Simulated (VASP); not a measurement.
The system is Sc.

```
CELL_PARAMETERS angstrom
3.30900 0.00000 0.00000
-1.65450 2.86568 0.00000
0.00000 0.00000 5.27330
ATOMIC_POSITIONS crystal
Sc 0.33333 0.66667 0.25000
Sc 0.66667 0.33333 0.75000
```

| Quantity | Value |
| --- | --- |
| Program | VASP 6.6.1 |
| Task | relaxation of cell and atoms |
| Functional | PBE |
| Potentials or basis | VASP PAW PBE potentials, release 64 (Sc_sv) |
| Cutoff | 600 eV |
| k mesh | 15 × 15 × 8 |
| Occupations | gaussian, width 0.1 eV |
| Spin | no spin polarisation |

At the start: pressure -0.6 GPa; volume 25.00 Å³/atom.

How do energy, volume and symmetry change on relaxing?

Over 5 steps the energy falls by 2.9 meV/atom and the volume is 24.67 Å³/atom (-1.3 %); space group P6_3/mmc (No. 194, to 0.1 Å) before and after.

Step by step:
```tsv
step	energy change (eV)	largest force (eV/Å)	pressure (GPa)	volume (Å³)
1	0.0000	0.0000	-0.65	50.00
2	-0.0047	0.0000	0.09	49.28
3	-0.0050	0.0000	0.32	49.07
4	-0.0058	0.0000	0.02	49.32
5	-0.0058	0.0000	-0.03	49.34
```

Final structure:
```
CELL_PARAMETERS angstrom
3.32071 0.00000 0.00000
-1.66035 2.87582 0.00000
0.00000 0.00000 5.16714
ATOMIC_POSITIONS crystal
Sc 0.33333 0.66667 0.25000
Sc 0.66667 0.33333 0.75000
```
